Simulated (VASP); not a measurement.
# CdS (gw) (F-43m) in VASP: single point with PBEsol

Aim: the single point of CdS (gw) with PBEsol.

Everything below comes from runs of VASP 6.6.1. Logs are shortened: lines on timing, memory, paths and dates and some standing lists are left out, and cuts for length are marked.

## (1) The cell of the first run

It takes space group F-43m (No. 216, cubic). Conventional cell: a = 5.767 Å, b = 5.767 Å, c = 5.767 Å, α = 90.00°, β = 90.00°, γ = 90.00°. Within 3.3 Å of Cd (site symmetry -43m) lie 4 S at 2.50 Å. S (site symmetry -43m) has 4 Cd at 2.50 Å within 3.3 Å.

## (2) Single point, PBEsol

File INCAR:

```
SYSTEM = CdS
  ALGO = Normal
  EDIFF = 1E-6
  ENCUT = 500
  GGA = PS
  GGA_COMPAT = .FALSE.
  ISIF = 2
  ISMEAR = 0
  LASPH = .TRUE.
  LCHARG = .FALSE.
  LREAL = .FALSE.
  LWAVE = .FALSE.
  NBANDS = 16
  NELM = 120
  PREC = Accurate
  SIGMA = 0.01
```

File KPOINTS:

```
k-points
0
G
  4 4 4
  0 0 0
```

File POSCAR:

```
CdS
1.0
    0.0000000000      2.8833750000      2.8833750000
    2.8833750000      0.0000000000      2.8833750000
    2.8833750000      2.8833750000      0.0000000000
Cd S
1 1
Direct
    0.0000000000      0.0000000000      0.0000000000
    0.2500000000      0.2500000000      0.2500000000
```

Potentials or basis: VASP PAW PBE potentials, release 64 (Cd, S).

Command:

```bash
$ cat potpaw_PBE.64/Cd/POTCAR potpaw_PBE.64/S/POTCAR > POTCAR
$ mpirun -np 1 vasp_std > vasp.out
```

OUTCAR:

```text
SYSTEM = CdS
   EDIFF = 1E-6
   ENCUT = 500
   GGA = PS
   ISIF = 2
   ISMEAR = 0
   LASPH = .TRUE.
   LREAL = .FALSE.
   NELM = 120
   PREC = Accurate

 ion  position               nearest neighbor table
   1  0.000  0.000  0.000-   2 2.50   2 2.50   2 2.50   2 2.50
   2  0.250  0.250  0.250-   1 2.50   1 2.50   1 2.50   1 2.50

  LATTYP: Found a face centered cubic cell.
 ALAT       =     5.7667500000

  Lattice vectors:

 A1 = (   0.0000000000,   2.8833750000,   2.8833750000)
 A2 = (   2.8833750000,   0.0000000000,   2.8833750000)
 A3 = (   2.8833750000,   2.8833750000,   0.0000000000)

Analysis of symmetry for initial positions (statically):
=====================================================================
 Subroutine PRICEL returns:
 Original cell was already a primitive cell.

 Routine SETGRP: Setting up the symmetry group for a
 face centered cubic supercell.

 Subroutine GETGRP returns: Found 24 space group operations
 (whereof 24 operations were pure point group operations)
 out of a pool of 48 trial point group operations.

The static configuration has the point symmetry T_d .

Analysis of symmetry for dynamics (positions and initial velocities):
=====================================================================
 Subroutine PRICEL returns:
 Original cell was already a primitive cell.

 Routine SETGRP: Setting up the symmetry group for a
 face centered cubic supercell.

 Subroutine GETGRP returns: Found 24 space group operations
 (whereof 24 operations were pure point group operations)
 out of a pool of 48 trial point group operations.

The dynamic configuration has the point symmetry T_d .

 Subroutine INISYM returns: Found 24 space group operations
 (whereof 24 operations are pure point group operations),
 and found     1 'primitive' translations

----------------------------------------------------------------------------------------

                                     Primitive cell

  volume of cell :      47.9439

  direct lattice vectors                    reciprocal lattice vectors
     0.000000000  2.883375000  2.883375000    -0.173407899  0.173407899  0.173407899
     2.883375000  0.000000000  2.883375000     0.173407899 -0.173407899  0.173407899
     2.883375000  2.883375000  0.000000000     0.173407899  0.173407899 -0.173407899

  length of vectors
     4.077708030  4.077708030  4.077708030     0.300351291  0.300351291  0.300351291

  position of ions in fractional coordinates (direct lattice)
     0.000000000  0.000000000  0.000000000
     0.250000000  0.250000000  0.250000000

  ion indices of the primitive-cell ions
   primitive index   ion index
                 1           1
                 2           2

----------------------------------------------------------------------------------------

 KPOINTS: k-points

Automatic generation of k-mesh.
 Grid dimensions read from file:
 generate k-points for:    4    4    4

 Generating k-lattice:

  Cartesian coordinates                     Fractional coordinates (reciprocal lattice)
    -0.043351975  0.043351975  0.043351975     0.250000000  0.000000000  0.000000000
     0.043351975 -0.043351975  0.043351975     0.000000000  0.250000000  0.000000000
     0.043351975  0.043351975 -0.043351975     0.000000000  0.000000000  0.250000000

  Length of vectors
     0.075087823  0.075087823  0.075087823

  Shift w.r.t. Gamma in fractional coordinates (k-lattice)
     0.000000000  0.000000000  0.000000000

 Subroutine IBZKPT returns following result:
 ===========================================

 Found      8 irreducible k-points:

 Following reciprocal coordinates:
            Coordinates               Weight
  0.000000  0.000000  0.000000      1.000000
  0.250000  0.000000  0.000000      8.000000
  0.500000  0.000000  0.000000      4.000000
  0.250000  0.250000  0.000000      6.000000
  0.500000  0.250000  0.000000     24.000000
 -0.250000  0.250000  0.000000     12.000000
  0.500000  0.500000  0.000000      3.000000
 -0.250000  0.500000  0.250000      6.000000
   k-points           NKPTS =      8   k-points in BZ     NKDIM =      8   number of bands    NBANDS=     16
   number of dos      NEDOS =    301   number of ions     NIONS =      2
   total plane-waves  NPLWV =  27000
   dimension x,y,z NGX =    30 NGY =   30 NGZ =   30
   dimension x,y,z NGXF=    60 NGYF=   60 NGZF=   60
   ions per type =               1   1
   NGX,Y,Z   is equivalent  to a cutoff of  12.23, 12.23, 12.23 a.u.
   NGXF,Y,Z  is equivalent  to a cutoff of  24.46, 24.46, 24.46 a.u.
 SYSTEM =  CdS
   PREC   = accura    normal or accurate (medium, high low for compatibility)
   ISTART =      0    job   : 0-new  1-cont  2-samecut
   ICHARG =      2    charge: 1-file 2-atom 10-const
   ISPIN  =      1    spin polarized calculation?
   LNONCOLLINEAR =      F non collinear calculations
   LSORBIT =      F    spin-orbit coupling
   LASPH  =      T    aspherical Exc in radial PAW
   ENCUT  =  500.0 eV  36.75 Ry    6.06 a.u.   7.43  7.43  7.43*2*pi/ulx,y,z
   NELM   =    120;   NELMIN=  2; NELMDL= -5     # of ELM steps
   EDIFF  = 0.1E-05   stopping-criterion for ELM
   LREAL  =      F    real-space projection
   EDIFFG = 0.1E-04   stopping-criterion for IOM
   NSW    =      0    number of steps for IOM
   IBRION =     -1    ionic relax: 0-MD 1-quasi-New 2-CG
   NFREE  =      0    steps in history (QN), initial steepest desc. (CG)
   ISIF   =      2    stress and relaxation
   ISYM   =      2    0-nonsym 1-usesym 2-fastsym
   POTIM  = 0.5000    time-step for ionic-motion
   TEBEG  =    0.0;   TEEND  =   0.0 temperature during run
   PSTRESS=    0.0 pullay stress
   NELECT =      18.0000    total number of electrons
   NUPDOWN=      -1.0000    fix difference up-down
   EMIN   =  10.00;   EMAX   =-10.00  energy-range for DOS
   EFERMI =   0.00;   METHOD = LEGACY
   ISMEAR =     0;   SIGMA  =   0.01  broadening in eV -4-tet -1-fermi 0-gaus
   EFERMI_NEDOS =   21; number of points for ismear=-14 and -15
   IALGO  =     38    algorithm
   IMIX   =      4    mixing-type and parameters
     AMIX     =   0.40;   BMIX     =  1.00
     AMIX_MAG =   1.60;   BMIX_MAG =  1.00
  volume/ion in A,a.u.               =      23.97       161.77
  Fermi-wavevector in a.u.,A,eV,Ry     =   1.181013  2.231790 18.977281  1.394791
  Thomas-Fermi vector in A             =   2.317294
   LORBIT       =      0    0 simple, 1 ext, 2 COOP (PROOUT), +10 PAW based schemes
   GGA     = PS    functional components
   LHFCALC =     F    Hartree Fock is set to
   AEXX    =    0.0000 exact exchange contribution
   IVDW    =     0    specifies the selected vdW correction
   LEPSILON=     F    determine dielectric tensor
   LRPA    =     F    only Hartree local field effects (RPA)
 non-spin polarized calculation
 Gauss-broadening in eV      SIGMA  =   0.01
  energy-cutoff  :      500.00
  volume of cell :       47.94
 maximum number of plane-waves:      1243
 NGX is ok and might be reduce to    30
   NGX = 15   NGY = 15   NGZ = 15

 number of electron      18.0000008 magnetization

 Free energy of the ion-electron system (eV)
  ---------------------------------------------------
  ext. energy  EPLUGINS =         0.00000000
  ---------------------------------------------------
  free energy    TOTEN  =        -6.76160622 eV

  energy without entropy =       -6.76160622  energy(sigma->0) =       -6.76160622

 E-fermi :   1.6158     XC(G=0):  -9.5309

 val. band max:        1.5401005518   @ k =   0.0000   0.0000   0.0000
 cond. band min:       2.6057635052   @ k =   0.0000   0.0000   0.0000
 fundamental gap:      1.0656629534
 Fermi energy:         1.6157565781

 k-point     1 :       0.0000    0.0000    0.0000
  band No.  band energies     occupation
      1     -11.0626      2.00000
      2      -6.3486      2.00000
      3      -6.3486      2.00000
      4      -6.3486      2.00000
      5      -5.8147      2.00000
      6      -5.8147      2.00000
[... 8 lines left out ...]
     15      13.0245      0.00000
     16      13.0245      0.00000

 k-point     2 :       0.2500    0.0000    0.0000
  band No.  band energies     occupation
      1     -10.8260      2.00000
      2      -6.2699      2.00000
      3      -6.2699      2.00000
      4      -6.0956      2.00000
      5      -5.8103      2.00000
      6      -5.8103      2.00000
[... 8 lines left out ...]
     15      12.1226      0.00000
     16      12.7206      0.00000

 k-point     3 :       0.5000    0.0000    0.0000
  band No.  band energies     occupation
      1     -10.5889      2.00000
      2      -6.2162      2.00000
      3      -6.2162      2.00000
      4      -5.7725      2.00000
      5      -5.7725      2.00000
      6      -5.3998      2.00000
[... 8 lines left out ...]
     15      14.1104      0.00000
     16      14.1104      0.00000

 k-point     4 :       0.2500    0.2500    0.0000
  band No.  band energies     occupation
      1     -10.7492      2.00000
      2      -6.1806      2.00000
      3      -6.1726      2.00000
      4      -6.1726      2.00000
      5      -5.8381      2.00000
      6      -5.7657      2.00000
[... 8 lines left out ...]
     15      13.3917      0.00000
     16      16.2467      0.00000

 k-point     5 :       0.5000    0.2500    0.0000
  band No.  band energies     occupation
      1     -10.5177      2.00000
      2      -6.1616      2.00000
      3      -6.0856      2.00000
      4      -5.9223      2.00000
      5      -5.7557      2.00000
      6      -5.3697      2.00000
[... 8 lines left out ...]
     15      14.2359      0.00000
     16      15.2461      0.00000

 k-point     6 :      -0.2500    0.2500    0.0000
  band No.  band energies     occupation
      1     -10.5933      2.00000
      2      -6.1833      2.00000
      3      -6.1651      2.00000
      4      -5.8513      2.00000
      5      -5.8289      2.00000
      6      -5.5554      2.00000
[... 8 lines left out ...]
     15      13.9043      0.00000
     16      14.9725      0.00000

 k-point     7 :       0.5000    0.5000    0.0000
  band No.  band energies     occupation
      1     -10.4430      2.00000
      2      -6.1307      2.00000
      3      -5.9600      2.00000
      4      -5.9600      2.00000
      5      -5.7164      2.00000
      6      -5.3338      2.00000
[... 8 lines left out ...]
     15      13.8875      0.00000
     16      15.0707      0.00000

 k-point     8 :      -0.2500    0.5000    0.2500
  band No.  band energies     occupation
      1     -10.4451      2.00000
      2      -6.1001      2.00000
      3      -6.0680      2.00000
      4      -5.8595      2.00000
      5      -5.8099      2.00000
      6      -5.1160      2.00000
[... 8 lines left out ...]
     15      14.7393      0.00000
     16      14.9407      0.00000

------------------------ aborting loop because EDIFF is reached ----------------------------------------

  FORCE on cell =-STRESS in cart. coord.  units (eV):
  Direction    XX          YY          ZZ          XY          YZ          ZX
  --------------------------------------------------------------------------------------
  -------------------------------------------------------------------------------------
  Total        0.7770993      0.7770993      0.7770993      0.0000000      0.0000000      0.0000000
  in kB       25.9689099     25.9689099     25.9689099      0.0000000      0.0000000      0.0000000
  external PRESSURE =      25.9689099 kB  Pullay stress =       0.0000000 kB

 VOLUME and BASIS-vectors are now :
 -----------------------------------------------------------------------------
  energy-cutoff  :      500.00
  volume of cell :       47.94
      direct lattice vectors                 reciprocal lattice vectors
     0.000000000  2.883375000  2.883375000    -0.173407899  0.173407899  0.173407899
     2.883375000  0.000000000  2.883375000     0.173407899 -0.173407899  0.173407899
     2.883375000  2.883375000  0.000000000     0.173407899  0.173407899 -0.173407899

 POSITION                                       TOTAL-FORCE (eV/Angst)
 -----------------------------------------------------------------------------------
      0.00000      0.00000      0.00000        -0.000000     -0.000000      0.000000
      1.44169      1.44169      1.44169         0.000000      0.000000     -0.000000
 -----------------------------------------------------------------------------------
    total drift:                               -0.000000     -0.000000     -0.000000

  FREE ENERGIE OF THE ION-ELECTRON SYSTEM (eV)
  ---------------------------------------------------
  free  energy   TOTEN  =        -6.7616062174 eV

  energy  without entropy=       -6.7616062174  energy(sigma->0) =       -6.76160622
```

Run time: 16 s. Hardware: 1 thread of Intel Xeon 8259CL, shared host; peak memory 0.16 GiB.

What came out:

```
Free energy            : -6.7616 eV
Pressure               : 2.6 GPa
Band gap on the k mesh : 1.07 eV, direct
```

Levels at points of the mesh, in eV from the valence-band top:
```
           k point  band 5  band 6  band 7  band 8  band 9  band 10  band 11  band 12  band 13  band 14
(0.00, 0.00, 0.00)   -7.35   -7.35    0.00    0.00    0.00     1.07     6.41     6.41     6.41    11.38
(0.50, 0.00, 0.00)   -7.31   -6.94   -4.71   -0.82   -0.82     2.92     6.89     6.89     7.42    10.97
(0.50, 0.50, 0.00)   -7.26   -6.87   -4.18   -2.04   -2.04     3.31     4.27     9.22    10.86    10.86
```

Caveat: the k points lie up to 0.47 Å⁻¹ apart; the PAW data sets were made with another functional, which shifts forces and pressure a little.
